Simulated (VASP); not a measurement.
# AlCo (Amm2) in VASP: single point with PBEsol

Aim: the single point of AlCo with PBEsol.

All numbers are computed with VASP 6.6.1; they aren't measurements. Logs are shortened: lines on timing, memory, paths and dates and some standing lists are left out, and cuts for length are marked.

## Step 1: The cell of the first run

It takes space group Amm2 (No. 38, orthorhombic). Conventional cell: a = 2.819 Å, b = 3.987 Å, c = 3.987 Å, α = 90.00°, β = 90.00°, γ = 90.00°. Within 3.0 Å of Al (site symmetry mm2) lie 8 Co at 2.28 to 2.61 Å and 6 Al at 2.82 Å. Within 3.0 Å of Co (site symmetry mm2) lie 8 Al at 2.28 to 2.61 Å and 6 Co at 2.82 Å.

## Step 2: Single point, PBEsol (atom 2 (Co) moved by (-0.200, +0.000) A along [1 1 0] and z)

Contents of INCAR:

```
SYSTEM = AlCo
  PREC = Accurate
  ENCUT = 520
  EDIFF = 1E-6
  ISMEAR = 0
  SIGMA = 0.15
  LREAL = .False.
  LASPH = .True.
  NELM = 80
  ALGO = Fast
  ISIF = 2
  LWAVE = .False.
  LCHARG = .True.
  GGA = PS
  LELF = .True.
  LVHAR = .True.
  NBANDS = 13
```

Contents of KPOINTS:

```
Automatic mesh
0
Gamma
  16 16 16
  0 0 0
```

Contents of POSCAR:

```
AlCo
1.0
    2.8194032100      0.0000000000      0.0000000000
    0.0000000000      2.8194032100      0.0000000000
    0.0000000000      0.0000000000      2.8194032100
Al Co
1 1
Direct
    0.0000000000      0.0000000000      0.0000000000
    0.4498399676      0.4498399676      0.5000000000
```

Potentials or basis: VASP PAW PBE potentials, release 64 (Al, Co).

The run is started by

```sh
$ cat potpaw_PBE.64/Al/POTCAR potpaw_PBE.64/Co/POTCAR > POTCAR
$ mpirun -np 1 vasp_std > vasp.out
```

OUTCAR:

```text
SYSTEM = AlCo
   PREC = Accurate
   ENCUT = 520
   EDIFF = 1E-6
   ISMEAR = 0
   LREAL = .False.
   LASPH = .True.
   NELM = 80
   ISIF = 2
   GGA = PS

 ion  position               nearest neighbor table
   1  0.000  0.000  0.000-   2 2.28   2 2.28   2 2.45   2 2.45   2 2.45   2 2.45   2 2.61   2 2.61

   2  0.450  0.450  0.500-   1 2.28   1 2.28   1 2.45   1 2.45   1 2.45   1 2.45   1 2.61   1 2.61

  LATTYP: Found a simple cubic cell.
 ALAT       =     2.8194032100

  Lattice vectors:

 A1 = (   2.8194032100,   0.0000000000,   0.0000000000)
 A2 = (   0.0000000000,   2.8194032100,   0.0000000000)
 A3 = (   0.0000000000,   0.0000000000,   2.8194032100)

Analysis of symmetry for initial positions (statically):
=====================================================================
 Subroutine PRICEL returns:
 Original cell was already a primitive cell.

 Routine SETGRP: Setting up the symmetry group for a
 simple cubic supercell.

 Subroutine GETGRP returns: Found  4 space group operations
 (whereof  4 operations were pure point group operations)
 out of a pool of 48 trial point group operations.

The static configuration has the point symmetry C_2v.

Analysis of symmetry for dynamics (positions and initial velocities):
=====================================================================
 Subroutine PRICEL returns:
 Original cell was already a primitive cell.

 Routine SETGRP: Setting up the symmetry group for a
 simple cubic supercell.

 Subroutine GETGRP returns: Found  4 space group operations
 (whereof  4 operations were pure point group operations)
 out of a pool of 48 trial point group operations.

The dynamic configuration has the point symmetry C_2v.

 Subroutine INISYM returns: Found  4 space group operations
 (whereof  4 operations are pure point group operations),
 and found     1 'primitive' translations

----------------------------------------------------------------------------------------

                                     Primitive cell

  volume of cell :      22.4115

  direct lattice vectors                    reciprocal lattice vectors
     2.819403210  0.000000000  0.000000000     0.354684990  0.000000000  0.000000000
     0.000000000  2.819403210  0.000000000     0.000000000  0.354684990  0.000000000
     0.000000000  0.000000000  2.819403210     0.000000000  0.000000000  0.354684990

  length of vectors
     2.819403210  2.819403210  2.819403210     0.354684990  0.354684990  0.354684990

  position of ions in fractional coordinates (direct lattice)
     0.000000000  0.000000000  0.000000000
     0.449839968  0.449839968  0.500000000

  ion indices of the primitive-cell ions
   primitive index   ion index
                 1           1
                 2           2

----------------------------------------------------------------------------------------

 KPOINTS: Automatic mesh

Automatic generation of k-mesh.
 Grid dimensions read from file:
 generate k-points for:   16   16   16

 Generating k-lattice:

  Cartesian coordinates                     Fractional coordinates (reciprocal lattice)
     0.022167812  0.000000000  0.000000000     0.062500000  0.000000000  0.000000000
     0.000000000  0.022167812  0.000000000     0.000000000  0.062500000  0.000000000
     0.000000000  0.000000000  0.022167812     0.000000000  0.000000000  0.062500000

  Length of vectors
     0.022167812  0.022167812  0.022167812

  Shift w.r.t. Gamma in fractional coordinates (k-lattice)
     0.000000000  0.000000000  0.000000000

 Subroutine IBZKPT returns following result:
 ===========================================

 Found    657 irreducible k-points:

 Following reciprocal coordinates:
            Coordinates               Weight
  0.000000  0.000000  0.000000      1.000000
  0.062500  0.000000  0.000000      4.000000
  0.000000  0.000000  0.062500      2.000000
  0.125000  0.000000  0.000000      4.000000
  0.000000  0.000000  0.125000      2.000000
  0.187500  0.000000  0.000000      4.000000
[... 16 lines left out ...]
  0.062500  0.000000  0.125000      8.000000
 -0.062500  0.125000  0.000000      4.000000
 [... further k-points ...]
   k-points           NKPTS =    657   k-points in BZ     NKDIM =    657   number of bands    NBANDS=     13
   number of dos      NEDOS =    301   number of ions     NIONS =      2
   total plane-waves  NPLWV =  13824
   dimension x,y,z NGX =    24 NGY =   24 NGZ =   24
   dimension x,y,z NGXF=    48 NGYF=   48 NGZF=   48
   ions per type =               1   1
   NGX,Y,Z   is equivalent  to a cutoff of  14.15, 14.15, 14.15 a.u.
   NGXF,Y,Z  is equivalent  to a cutoff of  28.30, 28.30, 28.30 a.u.
 SYSTEM =  AlCo
   PREC   = accura    normal or accurate (medium, high low for compatibility)
   ISTART =      0    job   : 0-new  1-cont  2-samecut
   ICHARG =      2    charge: 1-file 2-atom 10-const
   ISPIN  =      1    spin polarized calculation?
   LNONCOLLINEAR =      F non collinear calculations
   LSORBIT =      F    spin-orbit coupling
   LASPH  =      T    aspherical Exc in radial PAW
   ENCUT  =  520.0 eV  38.22 Ry    6.18 a.u.   5.24  5.24  5.24*2*pi/ulx,y,z
   NELM   =     80;   NELMIN=  2; NELMDL= -5     # of ELM steps
   EDIFF  = 0.1E-05   stopping-criterion for ELM
   LREAL  =      F    real-space projection
   EDIFFG = 0.1E-04   stopping-criterion for IOM
   NSW    =      0    number of steps for IOM
   IBRION =     -1    ionic relax: 0-MD 1-quasi-New 2-CG
   NFREE  =      0    steps in history (QN), initial steepest desc. (CG)
   ISIF   =      2    stress and relaxation
   ISYM   =      2    0-nonsym 1-usesym 2-fastsym
   POTIM  = 0.5000    time-step for ionic-motion
   TEBEG  =    0.0;   TEEND  =   0.0 temperature during run
   PSTRESS=    0.0 pullay stress
   NELECT =      12.0000    total number of electrons
   NUPDOWN=      -1.0000    fix difference up-down
   EMIN   =  10.00;   EMAX   =-10.00  energy-range for DOS
   EFERMI =   0.00;   METHOD = LEGACY
   ISMEAR =     0;   SIGMA  =   0.15  broadening in eV -4-tet -1-fermi 0-gaus
   EFERMI_NEDOS =   21; number of points for ismear=-14 and -15
   IALGO  =     68    algorithm
   IMIX   =      4    mixing-type and parameters
     AMIX     =   0.40;   BMIX     =  1.00
     AMIX_MAG =   1.60;   BMIX_MAG =  1.00
  volume/ion in A,a.u.               =      11.21        75.62
  Fermi-wavevector in a.u.,A,eV,Ry     =   1.329366  2.512138 24.044423  1.767215
  Thomas-Fermi vector in A             =   2.458534
   LORBIT       =      0    0 simple, 1 ext, 2 COOP (PROOUT), +10 PAW based schemes
   GGA     = PS    functional components
   LHFCALC =     F    Hartree Fock is set to
   AEXX    =    0.0000 exact exchange contribution
   IVDW    =     0    specifies the selected vdW correction
   LEPSILON=     F    determine dielectric tensor
   LRPA    =     F    only Hartree local field effects (RPA)
 non-spin polarized calculation
 RMM-DIIS sequential band-by-band and
 Gauss-broadening in eV      SIGMA  =   0.15
  energy-cutoff  :      520.00
  volume of cell :       22.41
 maximum number of plane-waves:       624
 NGX is ok and might be reduce to    24
   NGX = 11   NGY = 11   NGZ = 11

 number of electron      12.0000000 magnetization

 Free energy of the ion-electron system (eV)
  ---------------------------------------------------
  ext. energy  EPLUGINS =         0.00000000
  ---------------------------------------------------
  free energy    TOTEN  =       -12.92035174 eV

  energy without entropy =      -12.91121566  energy(sigma->0) =      -12.91578370

 E-fermi :  10.8572     XC(G=0): -12.5324

 val. band max:       10.8398225469   @ k =  -0.3750   0.4375   0.3750
 cond. band min:      10.8587742613   @ k =  -0.1875   0.4375   0.5000
 fundamental gap:      0.0189517144
 Fermi energy:        10.8571913618

 k-point     1 :       0.0000    0.0000    0.0000
  band No.  band energies     occupation
      1      -0.3949      2.00000
      2       7.6960      2.00000
      3       7.7246      2.00000
      4       9.9524      2.00000
      5      10.0139      2.00000
      6      10.0238      2.00000
      7      16.9522      0.00000
      8      17.0323      0.00000
      9      17.1005      0.00000
     10      19.8471      0.00000
     11      19.8707      0.00000
     12      26.3144      0.00000
     13      32.4357      0.00000

 k-point     2 :       0.0625    0.0000    0.0000
  band No.  band energies     occupation
      1      -0.3191      2.00000
      2       7.7041      2.00000
      3       7.7323      2.00000
      4       9.9258      2.00000
      5       9.9724      2.00000
      6      10.0124      2.00000
      7      16.2422      0.00000
      8      17.1382      0.00000
      9      17.1718      0.00000
     10      19.8422      0.00000
     11      20.5532      0.00000
     12      26.5447      0.00000
     13      31.7531      0.00000

 k-point     3 :       0.0000    0.0000    0.0625
  band No.  band energies     occupation
      1      -0.3189      2.00000
      2       7.6915      2.00000
      3       7.7457      2.00000
      4       9.9108      2.00000
      5       9.9803      2.00000
      6      10.0191      2.00000
      7      16.2267      0.00000
      8      17.0606      0.00000
      9      17.2755      0.00000
     10      19.8591      0.00000
     11      20.5185      0.00000
     12      26.5509      0.00000
     13      31.7360      0.00000

 k-point     4 :       0.1250    0.0000    0.0000
  band No.  band energies     occupation
      1      -0.0928      2.00000
      2       7.6787      2.00000
      3       7.7868      2.00000
      4       9.8220      2.00000
      5       9.8586      2.00000
      6      10.0125      2.00000
      7      14.9058      0.00000
      8      17.4457      0.00000
      9      17.4734      0.00000
     10      19.8096      0.00000
     11      21.7052      0.00000
     12      27.2559      0.00000
     13      30.4121      0.00000

 k-point     5 :       0.0000    0.0000    0.1250
  band No.  band energies     occupation
      1      -0.0921      2.00000
      2       7.6622      2.00000
      3       7.8063      2.00000
      4       9.7989      2.00000
      5       9.8610      2.00000
      6      10.0314      2.00000
      7      14.8880      0.00000
      8      17.3750      0.00000
      9      17.5813      0.00000
     10      19.8250      0.00000
     11      21.6441      0.00000
     12      27.2729      0.00000
     13      30.2888      0.00000
[... 257 lines left out ...]
 k-point    22 :       0.0000    0.1250    0.0625
  band No.  band energies     occupation
      1      -0.0176      2.00000
      2       7.6966      2.00000
      3       7.7912      2.00000
      4       9.7728      2.00000
      5       9.8607      2.00000
      6       9.9739      2.00000
      7      14.9654      0.00000
      8      16.6540      0.00000
      9      17.6394      0.00000
     10      20.2754      0.00000
     11      21.9951      0.00000
     12      27.4140      0.00000
     13      29.5455      0.00000

 k-point    23 :       0.0625    0.0000    0.1250
  band No.  band energies     occupation
      1      -0.0171      2.00000
      2       7.6818      2.00000
      3       7.8084      2.00000
      4       9.7657      2.00000
      5       9.8469      2.00000
      6       9.9934      2.00000
      7      14.9486      0.00000
      8      16.6698      0.00000
      9      17.6488      0.00000
     10      20.2939      0.00000
     11      21.9482      0.00000
     12      27.4243      0.00000
     13      29.5609      0.00000

 k-point    24 :      -0.0625    0.1250    0.0000
  band No.  band energies     occupation
      1      -0.0179      2.00000
      2       7.7002      2.00000
      3       7.7859      2.00000
      4       9.8118      2.00000
      5       9.8290      2.00000
      6       9.9688      2.00000
      7      14.9434      0.00000
      8      16.7447      0.00000
      9      17.5499      0.00000
     10      20.3003      0.00000
     11      21.9872      0.00000
     12      27.4698      0.00000
     13      29.5230      0.00000

 [... further k-points ...]

------------------------ aborting loop because EDIFF is reached ----------------------------------------

  FORCE on cell =-STRESS in cart. coord.  units (eV):
  Direction    XX          YY          ZZ          XY          YZ          ZX
  --------------------------------------------------------------------------------------
  -------------------------------------------------------------------------------------
  Total        0.4389055      0.4389055      0.6536254      0.5201599      0.0000000      0.0000000
  in kB       31.3769005     31.3769005     46.7270046     37.1856961      0.0000000      0.0000000
  external PRESSURE =      36.4936018 kB  Pullay stress =       0.0000000 kB

 VOLUME and BASIS-vectors are now :
 -----------------------------------------------------------------------------
  energy-cutoff  :      520.00
  volume of cell :       22.41
      direct lattice vectors                 reciprocal lattice vectors
     2.819403210  0.000000000  0.000000000     0.354684990  0.000000000  0.000000000
     0.000000000  2.819403210  0.000000000     0.000000000  0.354684990  0.000000000
     0.000000000  0.000000000  2.819403210     0.000000000  0.000000000  0.354684990

 POSITION                                       TOTAL-FORCE (eV/Angst)
 -----------------------------------------------------------------------------------
      0.00000      0.00000      0.00000        -1.202110     -1.202110      0.000000
      1.26828      1.26828      1.40970         1.202110      1.202110      0.000000
 -----------------------------------------------------------------------------------
    total drift:                               -0.000490     -0.000490     -0.000003

  FREE ENERGIE OF THE ION-ELECTRON SYSTEM (eV)
  ---------------------------------------------------
  free  energy   TOTEN  =       -12.9203517363 eV

  energy  without entropy=      -12.9112156639  energy(sigma->0) =      -12.91578370
```

Run time: 2 min. Hardware: 1 thread of Intel Xeon Platinum 8259CL at 2.50GHz (Skylake/Cascade Lake), shared host; peak memory 0.31 GiB.

Results:

```
Free energy            : -12.9204 eV
Pressure               : 3.6 GPa
Largest force          : 1.700 eV/Å
Band gap on the k mesh : zero (band 6 reaches 13.15 eV, above the bottom of band 7 at 10.59 eV)
```

Forces on the atoms (eV/Å):
```
Al  -1.202 -1.202  0.000
Co   1.202  1.202  0.000
```

Levels at points of the mesh, in eV from the Fermi level:
| k point | band 2 | band 3 | band 4 | band 5 | band 6 | band 7 | band 8 | band 9 | band 10 | band 11 |
| --- | --- | --- | --- | --- | --- | --- | --- | --- | --- | --- |
| (0.00, 0.00, 0.00) | -3.16 | -3.13 | -0.90 | -0.84 | -0.83 | 6.10 | 6.18 | 6.24 | 8.99 | 9.01 |
| (0.50, 0.00, 0.00) | -6.66 | -2.55 | -1.79 | -1.75 | -0.76 | 0.20 | 8.58 | 10.76 | 10.84 | 11.93 |
| (0.00, 0.00, 0.50) | -6.76 | -2.53 | -1.80 | -1.77 | -0.73 | 0.17 | 8.56 | 10.91 | 10.94 | 11.82 |
| (0.50, 0.50, 0.00) | -3.40 | -2.71 | -2.50 | -1.61 | -1.55 | -0.25 | 2.53 | 3.67 | 13.23 | 16.09 |
| (0.00, 0.50, 0.50) | -3.29 | -2.75 | -2.63 | -1.52 | -1.49 | -0.26 | 2.50 | 3.66 | 13.30 | 15.34 |
| (0.50, 0.50, 0.50) | -4.06 | -4.04 | -0.23 | -0.21 | 2.29 | 2.38 | 2.40 | 4.13 | 5.58 | 5.65 |

Caveat: the cell differs from its parent crystal (atom 2 (Co) moved by (-0.200, +0.000) A along [1 1 0] and z); the PAW data sets were made with another functional, which shifts forces and pressure a little. Spin polarisation is off, so any magnetic state and its effect on volume and gap are missing.
